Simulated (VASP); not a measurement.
Set up this calculation in VASP 6.6.1, as the native input.

| Item | Value |
| --- | --- |
| Task | single point |
| Functional | PBE |
| Potentials or basis | VASP PAW PBE potentials, release 64 (Ca_sv, Y_sv, Fe, C, N) |
| Cutoff | 520 eV |
| k mesh | 4 × 4 × 4 |
| Occupations | gaussian, width 0.1 eV |
| Spin | collinear spin, ferromagnetic start |
| Starting moments | [0.0, 0.0, 0.0, 4.0, 0.0, 0.0, 0.0, 0.0, 0.0, 0.0, 0.0, 0.0, 0.0, 0.0, 0.0, 0.0] μB |
| Dipole correction | no |
| Further INCAR settings | LREAL = Auto; ALGO = Normal; EDIFF = 1e-06; NBANDS = 64 |

The structure of Ca2YFeC6N6 lies in POSCAR:

```
Ca2YFeC6N6
1.0
    0.0000000000      5.4336457655      5.4336457655
    5.4336457655      0.0000000000      5.4336457655
    5.4336457655      5.4336457655      0.0000000000
Ca Y Fe C N
2 1 1 6 6
Direct
    0.2500000000      0.2500000000      0.2500000000
    0.7500000000      0.7500000000      0.7500000000
    0.5000000000      0.5000000000      0.5000000000
    0.0000000000      0.0000000000      0.0000000000
    0.8274054947      0.1725945053      0.1725945053
    0.1725945053      0.8274054947      0.1725945053
    0.1725945053      0.1725945053      0.8274054947
    0.1725945053      0.8274054947      0.8274054947
    0.8274054947      0.1725945053      0.8274054947
    0.8274054947      0.8274054947      0.1725945053
    0.7187496301      0.2812503699      0.2812503699
    0.2812503699      0.7187496301      0.2812503699
    0.2812503699      0.2812503699      0.7187496301
    0.2812503699      0.7187496301      0.7187496301
    0.7187496301      0.2812503699      0.7187496301
    0.7187496301      0.7187496301      0.2812503699
```

The input as run:

INCAR

```
SYSTEM = Ca2YFeC6N6
PREC = Accurate
ENCUT = 520
EDIFF = 1E-6
ISMEAR = 0
SIGMA = 0.1
LREAL = Auto
LASPH = .TRUE.
NELM = 150
ALGO = Normal
ISIF = 2
LWAVE = .FALSE.
LCHARG = .FALSE.
ISPIN = 2
MAGMOM = 0 0 0 4 0 0 0 0 0 0 0 0 0 0 0 0
LORBIT = 11
LMAXMIX = 4
GGA = PE
NBANDS = 64
```

KPOINTS

```
regular mesh
0
G
  4 4 4
  0 0 0
```

Potentials or basis: VASP PAW PBE potentials, release 64 (Ca_sv, Y_sv, Fe, C, N).

Run with:

```sh
$ cat potpaw_PBE.64/Ca_sv/POTCAR potpaw_PBE.64/Y_sv/POTCAR potpaw_PBE.64/Fe/POTCAR potpaw_PBE.64/C/POTCAR potpaw_PBE.64/N/POTCAR > POTCAR
$ mpirun -np 1 vasp_std > vasp.out
```

It gave:

| Property | Result |
| --- | --- |
| Pressure | 0.3 GPa |
| Largest force | 0.344 eV/Å |
| Band gap on the k mesh | zero (filled and empty bands overlap) |
| Net moment | -1.02 μB per cell |
| Site moments | Ca -0.07; Y -0.04; Fe -0.02; C -0.01; N -0.01 μB |
| Valence electrons inside the program's atomic spheres | Ca 7.98; Y 9.47; Fe 8.24; C 2.56; N 3.89 |

Caveat: a cell with one magnetic atom can't hold antiferromagnetic order, which such compounds often take.

Wall time 11 min on 1 thread of AMD EPYC 9R45 96-Core Processor (Zen 5), on a shared host, peak memory 0.78 GiB.
